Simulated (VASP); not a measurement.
# Hf (Fm-3m) in VASP: further runs, part 2 of 2

VASP 6.6.1. Earlier steps stand in the parts before.

## Step 3: Single point, PBEsol

This run uses another cell than the first one, of 23.52 Å³/atom, 1.024 times its volume.

INCAR reads:

```
SYSTEM = Hf
PREC     = Accurate       ! precision mode
ENCUT    = 520            ! plane-wave cutoff, eV
EDIFF    = 1E-6           ! SCF threshold, eV
ISMEAR   = -1             ! smearing method
SIGMA    = 0.1            ! smearing width, eV
LREAL    = .FALSE.        ! projectors in reciprocal space
LASPH    = .TRUE.         ! aspherical terms in the spheres
NELM     = 60             ! most SCF steps
ALGO     = Normal         ! electronic algorithm
ISIF     = 2              ! what is computed and relaxed
LWAVE    = .FALSE.        ! write WAVECAR
LCHARG   = .FALSE.        ! write CHGCAR
GGA      = PS             ! functional
NBANDS   = 11             ! bands
```

KPOINTS reads:

```
Automatic mesh
0
G
  11 11 11
  0 0 0
```

POSCAR reads:

```
Hf
1.0
    0.0000000000      2.2741675721      2.2741675721
    2.2741675721      0.0000000000      2.2741675721
    2.2741675721      2.2741675721      0.0000000000
Hf
1
Direct
    0.0000000000      0.0000000000      0.0000000000
```

Potentials or basis: VASP PAW PBE potentials, release 64 (Hf_pv).

Run with:

```sh
$ cat potpaw_PBE.64/Hf_pv/POTCAR > POTCAR
$ mpirun -np 1 vasp_std > vasp.out
```

OUTCAR:

```text
SYSTEM = Hf
   PREC = Accurate
   ENCUT = 520
   EDIFF = 1E-6
   ISMEAR = -1
   LREAL = .FALSE.
   LASPH = .TRUE.
   NELM = 60
   ISIF = 2
   GGA = PS

 ion  position               nearest neighbor table
   1  0.000  0.000  0.000-

  LATTYP: Found a face centered cubic cell.
 ALAT       =     4.5483351442

  Lattice vectors:

 A1 = (   0.0000000000,   2.2741675721,   2.2741675721)
 A2 = (   2.2741675721,   0.0000000000,   2.2741675721)
 A3 = (   2.2741675721,   2.2741675721,   0.0000000000)

Analysis of symmetry for initial positions (statically):
=====================================================================
 Subroutine PRICEL returns:
 Original cell was already a primitive cell.

 Routine SETGRP: Setting up the symmetry group for a
 face centered cubic supercell.

 Subroutine GETGRP returns: Found 48 space group operations
 (whereof 48 operations were pure point group operations)
 out of a pool of 48 trial point group operations.

The static configuration has the point symmetry O_h .

Analysis of symmetry for dynamics (positions and initial velocities):
=====================================================================
 Subroutine PRICEL returns:
 Original cell was already a primitive cell.

 Routine SETGRP: Setting up the symmetry group for a
 face centered cubic supercell.

 Subroutine GETGRP returns: Found 48 space group operations
 (whereof 48 operations were pure point group operations)
 out of a pool of 48 trial point group operations.

The dynamic configuration has the point symmetry O_h .

 Subroutine INISYM returns: Found 48 space group operations
 (whereof 48 operations are pure point group operations),
 and found     1 'primitive' translations

----------------------------------------------------------------------------------------

                                     Primitive cell

  volume of cell :      23.5233

  direct lattice vectors                    reciprocal lattice vectors
     0.000000000  2.274167572  2.274167572    -0.219860667  0.219860667  0.219860667
     2.274167572  0.000000000  2.274167572     0.219860667 -0.219860667  0.219860667
     2.274167572  2.274167572  0.000000000     0.219860667  0.219860667 -0.219860667

  length of vectors
     3.216158624  3.216158624  3.216158624     0.380809846  0.380809846  0.380809846

  position of ions in fractional coordinates (direct lattice)
     0.000000000  0.000000000  0.000000000

  ion indices of the primitive-cell ions
   primitive index   ion index
                 1           1

----------------------------------------------------------------------------------------

 KPOINTS: Automatic mesh

Automatic generation of k-mesh.
 Grid dimensions read from file:
 generate k-points for:   11   11   11

 Generating k-lattice:

  Cartesian coordinates                     Fractional coordinates (reciprocal lattice)
    -0.019987333  0.019987333  0.019987333     0.090909091  0.000000000  0.000000000
     0.019987333 -0.019987333  0.019987333     0.000000000  0.090909091  0.000000000
     0.019987333  0.019987333 -0.019987333     0.000000000  0.000000000  0.090909091

  Length of vectors
     0.034619077  0.034619077  0.034619077

  Shift w.r.t. Gamma in fractional coordinates (k-lattice)
     0.000000000  0.000000000  0.000000000

 Subroutine IBZKPT returns following result:
 ===========================================

 Found     56 irreducible k-points:

 Following reciprocal coordinates:
            Coordinates               Weight
  0.000000  0.000000  0.000000      1.000000
  0.090909  0.000000  0.000000      8.000000
  0.181818  0.000000  0.000000      8.000000
  0.272727  0.000000  0.000000      8.000000
  0.363636  0.000000  0.000000      8.000000
  0.454545  0.000000  0.000000      8.000000
[... 16 lines left out ...]
 -0.272727  0.181818  0.000000     24.000000
 -0.181818  0.181818  0.000000     12.000000
 [... further k-points ...]
   k-points           NKPTS =     56   k-points in BZ     NKDIM =     56   number of bands    NBANDS=     11
   number of dos      NEDOS =    301   number of ions     NIONS =      1
   total plane-waves  NPLWV =  13824
   dimension x,y,z NGX =    24 NGY =   24 NGZ =   24
   dimension x,y,z NGXF=    48 NGYF=   48 NGZF=   48
   ions per type =               1
   NGX,Y,Z   is equivalent  to a cutoff of  12.41, 12.41, 12.41 a.u.
   NGXF,Y,Z  is equivalent  to a cutoff of  24.81, 24.81, 24.81 a.u.
 SYSTEM =  Hf
   PREC   = accura    normal or accurate (medium, high low for compatibility)
   ISTART =      0    job   : 0-new  1-cont  2-samecut
   ICHARG =      2    charge: 1-file 2-atom 10-const
   ISPIN  =      1    spin polarized calculation?
   LNONCOLLINEAR =      F non collinear calculations
   LSORBIT =      F    spin-orbit coupling
   LASPH  =      T    aspherical Exc in radial PAW
   ENCUT  =  520.0 eV  38.22 Ry    6.18 a.u.   5.98  5.98  5.98*2*pi/ulx,y,z
   NELM   =     60;   NELMIN=  2; NELMDL= -5     # of ELM steps
   EDIFF  = 0.1E-05   stopping-criterion for ELM
   LREAL  =      F    real-space projection
   EDIFFG = 0.1E-04   stopping-criterion for IOM
   NSW    =      0    number of steps for IOM
   IBRION =     -1    ionic relax: 0-MD 1-quasi-New 2-CG
   NFREE  =      0    steps in history (QN), initial steepest desc. (CG)
   ISIF   =      2    stress and relaxation
   ISYM   =      2    0-nonsym 1-usesym 2-fastsym
   POTIM  = 0.5000    time-step for ionic-motion
   TEBEG  =    0.0;   TEEND  =   0.0 temperature during run
   PSTRESS=    0.0 pullay stress
   NELECT =      10.0000    total number of electrons
   NUPDOWN=      -1.0000    fix difference up-down
   EMIN   =  10.00;   EMAX   =-10.00  energy-range for DOS
   EFERMI =   0.00;   METHOD = LEGACY
   ISMEAR =    -1;   SIGMA  =   0.10  broadening in eV -4-tet -1-fermi 0-gaus
   EFERMI_NEDOS =   21; number of points for ismear=-14 and -15
   IALGO  =     38    algorithm
   IMIX   =      4    mixing-type and parameters
     AMIX     =   0.40;   BMIX     =  1.00
     AMIX_MAG =   1.60;   BMIX_MAG =  1.00
  volume/ion in A,a.u.               =      23.52       158.74
  Fermi-wavevector in a.u.,A,eV,Ry     =   1.230956  2.326169 20.616249  1.515252
  Thomas-Fermi vector in A             =   2.365784
   LORBIT       =      0    0 simple, 1 ext, 2 COOP (PROOUT), +10 PAW based schemes
   GGA     = PS    functional components
   LHFCALC =     F    Hartree Fock is set to
   AEXX    =    0.0000 exact exchange contribution
   IVDW    =     0    specifies the selected vdW correction
   LEPSILON=     F    determine dielectric tensor
   LRPA    =     F    only Hartree local field effects (RPA)
 non-spin polarized calculation
  energy-cutoff  :      520.00
  volume of cell :       23.52
 maximum number of plane-waves:       642
   NGX = 11   NGY = 11   NGZ = 11

 number of electron      10.0000001 magnetization

 Free energy of the ion-electron system (eV)
  ---------------------------------------------------
  ext. energy  EPLUGINS =         0.00000000
  ---------------------------------------------------
  free energy    TOTEN  =       -10.40398435 eV

  energy without entropy =      -10.35546645  energy(sigma->0) =      -10.37972540

 E-fermi :   4.2515     XC(G=0): -11.1657

 val. band max:        4.2404033875   @ k =   0.2727   0.0909   0.0000
 cond. band min:       4.2663359570   @ k =   0.3636   0.0000   0.0000
 fundamental gap:      0.0259325695
 Fermi energy:         4.2515304552

 k-point     1 :       0.0000    0.0000    0.0000
  band No.  band energies     occupation
      1     -25.9050      2.00000
      2     -25.9050      2.00000
      3     -25.9050      2.00000
      4      -2.7987      2.00000
      5       5.6088      0.00000
      6       5.6088      0.00000
      7       5.6088      0.00000
      8       8.2140      0.00000
      9       8.2140      0.00000
     10      15.4473      0.00000
     11      17.1121      0.00000
[... 309 lines left out ...]
 k-point    24 :      -0.1818    0.1818    0.0000
  band No.  band energies     occupation
      1     -26.2894      2.00000
      2     -26.0659      2.00000
      3     -25.9519      2.00000
      4      -0.2779      2.00000
      5       4.0924      1.66169
      6       5.3576      0.00003
      7       6.8007      0.00000
      8       6.8882      0.00000
      9       9.6328      0.00000
     10      16.2151      0.00000
     11      17.1286      0.00000

 [... further k-points ...]

------------------------ aborting loop because EDIFF is reached ----------------------------------------

  FORCE on cell =-STRESS in cart. coord.  units (eV):
  Direction    XX          YY          ZZ          XY          YZ          ZX
  --------------------------------------------------------------------------------------
  -------------------------------------------------------------------------------------
  Total       -1.2384994     -1.2384994     -1.2384994     -0.0000000      0.0000000     -0.0000000
  in kB      -84.3546414    -84.3546414    -84.3546414     -0.0000000      0.0000000     -0.0000000
  external PRESSURE =     -84.3546414 kB  Pullay stress =       0.0000000 kB

 VOLUME and BASIS-vectors are now :
 -----------------------------------------------------------------------------
  energy-cutoff  :      520.00
  volume of cell :       23.52
      direct lattice vectors                 reciprocal lattice vectors
     0.000000000  2.274167572  2.274167572    -0.219860667  0.219860667  0.219860667
     2.274167572  0.000000000  2.274167572     0.219860667 -0.219860667  0.219860667
     2.274167572  2.274167572  0.000000000     0.219860667  0.219860667 -0.219860667

 POSITION                                       TOTAL-FORCE (eV/Angst)
 -----------------------------------------------------------------------------------
      0.00000      0.00000      0.00000         0.000000      0.000000      0.000000
 -----------------------------------------------------------------------------------
    total drift:                               -0.000000     -0.000000     -0.000000

  FREE ENERGIE OF THE ION-ELECTRON SYSTEM (eV)
  ---------------------------------------------------
  free  energy   TOTEN  =       -10.4039843505 eV

  energy  without entropy=      -10.3554664513  energy(sigma->0) =      -10.37972540
```

Wall time 18 s (1 thread of Intel Xeon 8259CL, shared host); peak memory 0.12 GiB.

What came out:

| Item | Value |
| --- | --- |
| Free energy | -10.4040 eV |
| Pressure | -8.4 GPa |
| Band gap on the k mesh | zero (band 5 reaches 5.61 eV, above the bottom of band 6 at 3.96 eV) |

Caveat: the PAW data sets were made with another functional, which shifts forces and pressure a little; spin-orbit coupling is left out, which moves the levels of the heavy elements.

## Step 4: Single point, PBEsol

This run uses another cell than the first one, of 24.07 Å³/atom, 1.048 times its volume.

INCAR reads:

```
ALGO     = Normal         # electronic algorithm
EDIFF    = 1E-6           # SCF threshold, eV
ENCUT    = 520            # plane-wave cutoff, eV
GGA      = PS             # functional
ISIF     = 2              # what is computed and relaxed
ISMEAR   = -1             # smearing method
LASPH    = True           # aspherical terms in the spheres
LCHARG   = True           # write CHGCAR
LELF     = True           # ELF
LREAL    = False          # projectors in reciprocal space
LVHAR    = True         
LWAVE    = False          # write WAVECAR
NBANDS   = 11             # bands
NELM     = 80             # most SCF steps
PREC     = Accurate       # precision mode
SIGMA    = 0.1            # smearing width, eV
```

KPOINTS reads:

```
k-points
0
Gamma
  11 11 11
```

POSCAR reads:

```
Hf
1.0
    0.0000000000      2.2916618563      2.2916618563
    2.2916618563      0.0000000000      2.2916618563
    2.2916618563      2.2916618563      0.0000000000
Hf
1
Direct
    0.0000000000      0.0000000000      0.0000000000
```

Run with:

```sh
$ cat potpaw_PBE.64/Hf_pv/POTCAR > POTCAR
$ mpirun -np 1 vasp_std > vasp.out
```

Wall time 19 s (1 thread of Intel Xeon 8259CL, shared host); peak memory 0.12 GiB.

Results (log left out):

```
Free energy            : -10.3722 eV
Pressure               : -10.2 GPa
Band gap on the k mesh : zero (band 5 reaches 5.44 eV, above the bottom of band 6 at 3.83 eV)
```

Levels at points of the mesh, in eV from the Fermi level:
| k point | band 1 | band 2 | band 3 | band 4 | band 5 | band 6 | band 7 | band 8 | band 9 | band 10 |
| --- | --- | --- | --- | --- | --- | --- | --- | --- | --- | --- |
| (0.00, 0.00, 0.00) | -30.24 | -30.24 | -30.24 | -6.97 | 1.34 | 1.34 | 1.34 | 3.87 | 3.87 | 11.12 |

Caveat: the PAW data sets were made with another functional, which shifts forces and pressure a little; spin-orbit coupling is left out, which moves the levels of the heavy elements.

## Step 5: Overview

| cell | gap on the mesh (eV) | pressure (GPa) |
| --- | --- | --- |
| a = 3.191 Å, angles 60.0°, 1 atom | none | -6.5 |
| a = 3.216 Å, angles 60.0°, 1 atom | none | -8.4 |
| a = 3.241 Å, angles 60.0°, 1 atom | none | -10.2 |

Alike in all rows: task single point; level PBEsol; potentials or basis VASP PAW PBE potentials, release 64 (Hf_pv); no spin polarisation; k mesh 11 × 11 × 11; cutoff (eV) 520; smearing fermi-dirac 0.1 eV.

Caveats: the PAW data sets were made with another functional, which shifts forces and pressure a little; spin-orbit coupling is left out, which moves the levels of the heavy elements.

Total energies depend on the potentials used, so only differences within one code and one set of settings carry meaning.
